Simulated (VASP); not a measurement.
# AlAs (F-43m) in VASP: settings compared

AlAs is run at these levels: PBEsol, LDA, RPBE, r2SCAN; tasks: single point.

Program: VASP 6.6.1. These are calculated values, not measurements. Logs are shortened: lines on timing, memory, paths and dates and some standing lists are left out, and cuts for length are marked.

## 1. The cell of the first run

The structure is cubic, space group F-43m (No. 216). Conventional cell: a = 5.661 Å, b = 5.661 Å, c = 5.661 Å, α = 90.00°, β = 90.00°, γ = 90.00°. Within 3.2 Å of Al (site symmetry -43m) lie 4 As at 2.45 Å. As (site symmetry -43m) has 4 Al at 2.45 Å within 3.2 Å.

## 2. Single point, PBEsol

INCAR reads:

```
ALGO     = Normal         # electronic algorithm
EDIFF    = 1E-6           # SCF threshold, eV
ENCUT    = 500            # plane-wave cutoff, eV
GGA      = PS             # functional
GGA_COMPAT= False        
ISIF     = 2              # what is computed and relaxed
ISMEAR   = 0              # smearing method
LASPH    = True           # aspherical terms in the spheres
LCHARG   = False          # write CHGCAR
LREAL    = False          # projectors in reciprocal space
LWAVE    = False          # write WAVECAR
NBANDS   = 11             # bands
NELM     = 120            # most SCF steps
PREC     = Accurate       # precision mode
SIGMA    = 0.01           # smearing width, eV
```

KPOINTS reads:

```
k-points
0
Gamma
  6 6 6
```

POSCAR reads:

```
AlAs
1.0
    0.0000000000      2.8304000000      2.8304000000
    2.8304000000      0.0000000000      2.8304000000
    2.8304000000      2.8304000000      0.0000000000
Al As
1 1
Direct
    0.0000000000      0.0000000000      0.0000000000
    0.2500000000      0.2500000000      0.2500000000
```

Potentials or basis: VASP PAW PBE potentials, release 64 (Al, As).

The run is started by

```console
cat potpaw_PBE.64/Al/POTCAR potpaw_PBE.64/As/POTCAR > POTCAR
mpirun -np 1 vasp_std > vasp.out
```

OUTCAR:

```text
EDIFF = 1E-6
   ENCUT = 500
   GGA = PS
   ISIF = 2
   ISMEAR = 0
   LASPH = True
   LREAL = False
   NELM = 120
   PREC = Accurate

 ion  position               nearest neighbor table
   1  0.000  0.000  0.000-   2 2.45   2 2.45   2 2.45   2 2.45
   2  0.250  0.250  0.250-   1 2.45   1 2.45   1 2.45   1 2.45

  LATTYP: Found a face centered cubic cell.
 ALAT       =     5.6608000000

  Lattice vectors:

 A1 = (   0.0000000000,   2.8304000000,   2.8304000000)
 A2 = (   2.8304000000,   0.0000000000,   2.8304000000)
 A3 = (   2.8304000000,   2.8304000000,   0.0000000000)

Analysis of symmetry for initial positions (statically):
=====================================================================
 Subroutine PRICEL returns:
 Original cell was already a primitive cell.

 Routine SETGRP: Setting up the symmetry group for a
 face centered cubic supercell.

 Subroutine GETGRP returns: Found 24 space group operations
 (whereof 24 operations were pure point group operations)
 out of a pool of 48 trial point group operations.

The static configuration has the point symmetry T_d .

Analysis of symmetry for dynamics (positions and initial velocities):
=====================================================================
 Subroutine PRICEL returns:
 Original cell was already a primitive cell.

 Routine SETGRP: Setting up the symmetry group for a
 face centered cubic supercell.

 Subroutine GETGRP returns: Found 24 space group operations
 (whereof 24 operations were pure point group operations)
 out of a pool of 48 trial point group operations.

The dynamic configuration has the point symmetry T_d .

 Subroutine INISYM returns: Found 24 space group operations
 (whereof 24 operations are pure point group operations),
 and found     1 'primitive' translations

----------------------------------------------------------------------------------------

                                     Primitive cell

  volume of cell :      45.3496

  direct lattice vectors                    reciprocal lattice vectors
     0.000000000  2.830400000  2.830400000    -0.176653477  0.176653477  0.176653477
     2.830400000  0.000000000  2.830400000     0.176653477 -0.176653477  0.176653477
     2.830400000  2.830400000  0.000000000     0.176653477  0.176653477 -0.176653477

  length of vectors
     4.002790067  4.002790067  4.002790067     0.305972797  0.305972797  0.305972797

  position of ions in fractional coordinates (direct lattice)
     0.000000000  0.000000000  0.000000000
     0.250000000  0.250000000  0.250000000

[... 76 lines left out ...]
   TEBEG  =    0.0;   TEEND  =   0.0 temperature during run
   PSTRESS=    0.0 pullay stress
   NELECT =       8.0000    total number of electrons
   NUPDOWN=      -1.0000    fix difference up-down
   EMIN   =  10.00;   EMAX   =-10.00  energy-range for DOS
   EFERMI =   0.00;   METHOD = LEGACY
   ISMEAR =     0;   SIGMA  =   0.01  broadening in eV -4-tet -1-fermi 0-gaus
   EFERMI_NEDOS =   21; number of points for ismear=-14 and -15
   IALGO  =     38    algorithm
   IMIX   =      4    mixing-type and parameters
     AMIX     =   0.40;   BMIX     =  1.00
     AMIX_MAG =   1.60;   BMIX_MAG =  1.00
  volume/ion in A,a.u.               =      22.67       153.02
  Fermi-wavevector in a.u.,A,eV,Ry     =   0.918150  1.735052 11.469706  0.843000
  Thomas-Fermi vector in A             =   2.043199
   LORBIT       =      0    0 simple, 1 ext, 2 COOP (PROOUT), +10 PAW based schemes
   GGA     = PS    functional components
   LHFCALC =     F    Hartree Fock is set to
   AEXX    =    0.0000 exact exchange contribution
   IVDW    =     0    specifies the selected vdW correction
   LEPSILON=     F    determine dielectric tensor
   LRPA    =     F    only Hartree local field effects (RPA)
 non-spin polarized calculation
 Gauss-broadening in eV      SIGMA  =   0.01
  energy-cutoff  :      500.00
  volume of cell :       45.35
 maximum number of plane-waves:      1167
 NGX is ok and might be reduce to    30
   NGX = 15   NGY = 15   NGZ = 15

 number of electron       8.0000000 magnetization

 Free energy of the ion-electron system (eV)
  ---------------------------------------------------
  ext. energy  EPLUGINS =         0.00000000
  ---------------------------------------------------
  free energy    TOTEN  =       -10.05235339 eV

  energy without entropy =      -10.05235339  energy(sigma->0) =      -10.05235339

 E-fermi :   3.9211     XC(G=0):  -9.1934

 val. band max:        3.8077291300   @ k =   0.0000   0.0000   0.0000
 cond. band min:       5.1223374467   @ k =   0.5000   0.5000   0.0000
 fundamental gap:      1.3146083167
 Fermi energy:         3.9210576740

 k-point     1 :       0.0000    0.0000    0.0000
  band No.  band energies     occupation
      1      -8.0796      2.00000
      2       3.8077      2.00000
      3       3.8077      2.00000
      4       3.8077      2.00000
      5       5.7860      0.00000
      6       8.0665      0.00000
      7       8.0665      0.00000
      8       8.0665      0.00000
      9      12.5151      0.00000
     10      12.7944      0.00000
     11      12.7944      0.00000
[... 197 lines left out ...]
 k-point    16 :      -0.3333    0.5000    0.1667
  band No.  band energies     occupation
      1      -6.0749      2.00000
      2      -1.3945      2.00000
      3       0.8376      2.00000
      4       1.0842      2.00000
      5       6.8812      0.00000
      6       7.8622      0.00000
      7      10.8669      0.00000
      8      11.5826      0.00000
      9      14.3343      0.00000
     10      16.0965      0.00000
     11      16.3021      0.00000

------------------------ aborting loop because EDIFF is reached ----------------------------------------

  FORCE on cell =-STRESS in cart. coord.  units (eV):
  Direction    XX          YY          ZZ          XY          YZ          ZX
  --------------------------------------------------------------------------------------
  -------------------------------------------------------------------------------------
  Total        0.2368934      0.2368934      0.2368934     -0.0000000      0.0000000     -0.0000000
  in kB        8.3693202      8.3693202      8.3693202     -0.0000000      0.0000000     -0.0000000
  external PRESSURE =       8.3693202 kB  Pullay stress =       0.0000000 kB

 VOLUME and BASIS-vectors are now :
 -----------------------------------------------------------------------------
  energy-cutoff  :      500.00
  volume of cell :       45.35
      direct lattice vectors                 reciprocal lattice vectors
     0.000000000  2.830400000  2.830400000    -0.176653477  0.176653477  0.176653477
     2.830400000  0.000000000  2.830400000     0.176653477 -0.176653477  0.176653477
     2.830400000  2.830400000  0.000000000     0.176653477  0.176653477 -0.176653477

 POSITION                                       TOTAL-FORCE (eV/Angst)
 -----------------------------------------------------------------------------------
      0.00000      0.00000      0.00000         0.000000      0.000000      0.000000
      1.41520      1.41520      1.41520        -0.000000     -0.000000     -0.000000
 -----------------------------------------------------------------------------------
    total drift:                                0.000000      0.000000      0.000000

  FREE ENERGIE OF THE ION-ELECTRON SYSTEM (eV)
  ---------------------------------------------------
  free  energy   TOTEN  =       -10.0523533922 eV

  energy  without entropy=      -10.0523533922  energy(sigma->0) =      -10.05235339
```

OSZICAR:

```text
N       E                     dE             d eps       ncg     rms          rms(c)
DAV:   1     0.124444601778E+02    0.12444E+02   -0.27583E+03   352   0.509E+02
DAV:   2    -0.939140782513E+01   -0.21836E+02   -0.21080E+02   434   0.908E+01
DAV:   3    -0.103175002638E+02   -0.92609E+00   -0.92499E+00   437   0.174E+01
DAV:   4    -0.103240133523E+02   -0.65131E-02   -0.65124E-02   406   0.182E+00
DAV:   5    -0.103241386618E+02   -0.12531E-03   -0.12531E-03   454   0.245E-01    0.328E+00
DAV:   6    -0.101019676160E+02    0.22217E+00   -0.35180E-01   382   0.213E+00    0.187E+00
DAV:   7    -0.100539870710E+02    0.47981E-01   -0.17602E-01   394   0.161E+00    0.653E-01
DAV:   8    -0.100522832298E+02    0.17038E-02   -0.11038E-02   400   0.494E-01    0.924E-02
DAV:   9    -0.100523030829E+02   -0.19853E-04   -0.49386E-04   418   0.120E-01    0.448E-02
DAV:  10    -0.100523491757E+02   -0.46093E-04   -0.50079E-05   395   0.387E-02    0.998E-03
DAV:  11    -0.100523535512E+02   -0.43755E-05   -0.74429E-06   412   0.137E-02    0.519E-03
DAV:  12    -0.100523533922E+02    0.15902E-06   -0.12211E-06   256   0.488E-03
   1 F= -.10052353E+02 E0= -.10052353E+02  d E =-.130609E-59
```

stdout:

```text
POSCAR found type information on POSCAR AlAs
 POSCAR found :  2 types and       2 ions
 scaLAPACK will be used
 -----------------------------------------------------------------------------
|                                                                             |
|                                                                             |
|     You enforced a specific xc type in the INCAR file but a different       |
|     I HOPE YOU KNOW WHAT YOU ARE DOING!                                     |
|                                                                             |
 -----------------------------------------------------------------------------

 LDA part: xc-table for (Slater+PW92), standard interpolation
 POSCAR, INCAR and KPOINTS ok, starting setup
 FFT: planning ... GRIDC
 FFT: planning ... GRID_SOFT
 FFT: planning ... GRID
 WAVECAR not read
 entering main loop
```

Wall time 18 s (1 thread of Intel Xeon 8259CL, shared host); peak memory 0.16 GiB.

What came out:

```
Free energy            : -10.0524 eV
Pressure               : 0.8 GPa
Band gap on the k mesh : 1.31 eV, indirect (least direct gap 1.98 eV)
```

Caveat: the PAW data sets were made with another functional, which shifts forces and pressure a little.

## 3. Single point, LDA

INCAR reads:

```
SYSTEM = AlAs
PREC = Accurate
ENCUT = 500
EDIFF = 1E-6
ISMEAR = 0
SIGMA = 0.01
LREAL = .False.
LASPH = .True.
NELM = 120
ALGO = Normal
ISIF = 2
LWAVE = .False.
LCHARG = .False.
GGA = CA
NBANDS = 11
GGA_COMPAT = .False.
```

KPOINTS reads:

```
Automatic mesh
0
Gamma
  6 6 6
  0 0 0
```

POSCAR is that of step 2.

Potentials or basis: VASP PAW LDA potentials, release 64 (Al, As).

The run is started by

```console
cat potpaw_LDA.64/Al/POTCAR potpaw_LDA.64/As/POTCAR > POTCAR
mpirun -np 1 vasp_std > vasp.out
```

OUTCAR:

```text
SYSTEM = AlAs
   PREC = Accurate
   ENCUT = 500
   EDIFF = 1E-6
   ISMEAR = 0
   LREAL = .False.
   LASPH = .True.
   NELM = 120
   ISIF = 2
   GGA = CA

 ion  position               nearest neighbor table
   1  0.000  0.000  0.000-   2 2.45   2 2.45   2 2.45   2 2.45
   2  0.250  0.250  0.250-   1 2.45   1 2.45   1 2.45   1 2.45

  LATTYP: Found a face centered cubic cell.
 ALAT       =     5.6608000000

  Lattice vectors:

 A1 = (   0.0000000000,   2.8304000000,   2.8304000000)
 A2 = (   2.8304000000,   0.0000000000,   2.8304000000)
 A3 = (   2.8304000000,   2.8304000000,   0.0000000000)

Analysis of symmetry for initial positions (statically):
=====================================================================
 Subroutine PRICEL returns:
 Original cell was already a primitive cell.

 Routine SETGRP: Setting up the symmetry group for a
 face centered cubic supercell.

 Subroutine GETGRP returns: Found 24 space group operations
 (whereof 24 operations were pure point group operations)
 out of a pool of 48 trial point group operations.

The static configuration has the point symmetry T_d .

Analysis of symmetry for dynamics (positions and initial velocities):
=====================================================================
 Subroutine PRICEL returns:
 Original cell was already a primitive cell.

 Routine SETGRP: Setting up the symmetry group for a
 face centered cubic supercell.

 Subroutine GETGRP returns: Found 24 space group operations
 (whereof 24 operations were pure point group operations)
 out of a pool of 48 trial point group operations.

The dynamic configuration has the point symmetry T_d .

 Subroutine INISYM returns: Found 24 space group operations
 (whereof 24 operations are pure point group operations),
 and found     1 'primitive' translations

----------------------------------------------------------------------------------------

[... 109 lines left out ...]
   LHFCALC =     F    Hartree Fock is set to
   AEXX    =    0.0000 exact exchange contribution
   IVDW    =     0    specifies the selected vdW correction
   LEPSILON=     F    determine dielectric tensor
   LRPA    =     F    only Hartree local field effects (RPA)
 non-spin polarized calculation
 Gauss-broadening in eV      SIGMA  =   0.01
  energy-cutoff  :      500.00
  volume of cell :       45.35
 maximum number of plane-waves:      1167
 NGX is ok and might be reduce to    30
   NGX = 15   NGY = 15   NGZ = 15

 number of electron       8.0000000 magnetization

 Free energy of the ion-electron system (eV)
  ---------------------------------------------------
  ext. energy  EPLUGINS =         0.00000000
  ---------------------------------------------------
  free energy    TOTEN  =       -10.50122622 eV

  energy without entropy =      -10.50122622  energy(sigma->0) =      -10.50122622

 E-fermi :   3.9000     XC(G=0):  -9.2773

 val. band max:        3.7878249913   @ k =   0.0000   0.0000   0.0000
 cond. band min:       5.1211027391   @ k =   0.5000   0.5000   0.0000
 fundamental gap:      1.3332777478
 Fermi energy:         3.8999517834

 k-point     1 :       0.0000    0.0000    0.0000
  band No.  band energies     occupation
      1      -8.1069      2.00000
      2       3.7878      2.00000
      3       3.7878      2.00000
      4       3.7878      2.00000
      5       5.6688      0.00000
      6       8.0290      0.00000
      7       8.0290      0.00000
      8       8.0290      0.00000
      9      12.4095      0.00000
     10      12.8175      0.00000
     11      12.8175      0.00000
[... 197 lines left out ...]
 k-point    16 :      -0.3333    0.5000    0.1667
  band No.  band energies     occupation
      1      -6.1203      2.00000
      2      -1.4228      2.00000
      3       0.8297      2.00000
      4       1.0792      2.00000
      5       6.8722      0.00000
      6       7.8161      0.00000
      7      10.8186      0.00000
      8      11.5235      0.00000
      9      14.2516      0.00000
     10      16.0318      0.00000
     11      16.2485      0.00000

------------------------ aborting loop because EDIFF is reached ----------------------------------------

  FORCE on cell =-STRESS in cart. coord.  units (eV):
  Direction    XX          YY          ZZ          XY          YZ          ZX
  --------------------------------------------------------------------------------------
  -------------------------------------------------------------------------------------
  Total       -0.2517273     -0.2517273     -0.2517273      0.0000000      0.0000000     -0.0000000
  in kB       -8.8933925     -8.8933925     -8.8933925      0.0000000      0.0000000     -0.0000000
  external PRESSURE =      -8.8933925 kB  Pullay stress =       0.0000000 kB

 VOLUME and BASIS-vectors are now :
 -----------------------------------------------------------------------------
  energy-cutoff  :      500.00
  volume of cell :       45.35
      direct lattice vectors                 reciprocal lattice vectors
     0.000000000  2.830400000  2.830400000    -0.176653477  0.176653477  0.176653477
     2.830400000  0.000000000  2.830400000     0.176653477 -0.176653477  0.176653477
     2.830400000  2.830400000  0.000000000     0.176653477  0.176653477 -0.176653477

 POSITION                                       TOTAL-FORCE (eV/Angst)
 -----------------------------------------------------------------------------------
      0.00000      0.00000      0.00000        -0.000000      0.000000     -0.000000
      1.41520      1.41520      1.41520         0.000000     -0.000000      0.000000
 -----------------------------------------------------------------------------------
    total drift:                               -0.000000     -0.000000     -0.000000

  FREE ENERGIE OF THE ION-ELECTRON SYSTEM (eV)
  ---------------------------------------------------
  free  energy   TOTEN  =       -10.5012262199 eV

  energy  without entropy=      -10.5012262199  energy(sigma->0) =      -10.50122622
```

OSZICAR:

```text
N       E                     dE             d eps       ncg     rms          rms(c)
DAV:   1     0.123480478037E+02    0.12348E+02   -0.27956E+03   352   0.512E+02
DAV:   2    -0.985024594486E+01   -0.22198E+02   -0.21442E+02   434   0.912E+01
DAV:   3    -0.108148725154E+02   -0.96463E+00   -0.96346E+00   451   0.178E+01
DAV:   4    -0.108212512255E+02   -0.63787E-02   -0.63782E-02   411   0.180E+00
DAV:   5    -0.108213301057E+02   -0.78880E-04   -0.78880E-04   435   0.189E-01    0.337E+00
DAV:   6    -0.105620892401E+02    0.25924E+00   -0.41584E-01   385   0.231E+00    0.190E+00
DAV:   7    -0.105048680243E+02    0.57221E-01   -0.18723E-01   388   0.164E+00    0.659E-01
DAV:   8    -0.105012575999E+02    0.36104E-02   -0.13426E-02   406   0.535E-01    0.916E-02
DAV:   9    -0.105012130513E+02    0.44549E-04   -0.78109E-04   409   0.140E-01    0.405E-02
DAV:  10    -0.105012241308E+02   -0.11079E-04   -0.29397E-05   405   0.288E-02    0.138E-02
DAV:  11    -0.105012267187E+02   -0.25880E-05   -0.68616E-06   403   0.120E-02    0.703E-03
DAV:  12    -0.105012262199E+02    0.49883E-06   -0.17783E-06   238   0.525E-03
   1 F= -.10501226E+02 E0= -.10501226E+02  d E =-.196170E-58
```

Run time: 14 s. Hardware: 1 thread of Intel Xeon 8259CL, shared host; peak memory 0.15 GiB.

What came out:

```yaml
Free_energy: -10.5012 eV
Pressure: -0.9 GPa
Band_gap_on_the_k_mesh: 1.33 eV, indirect (least direct gap 1.88 eV)
```

(Part 1 of 2 ends here.)
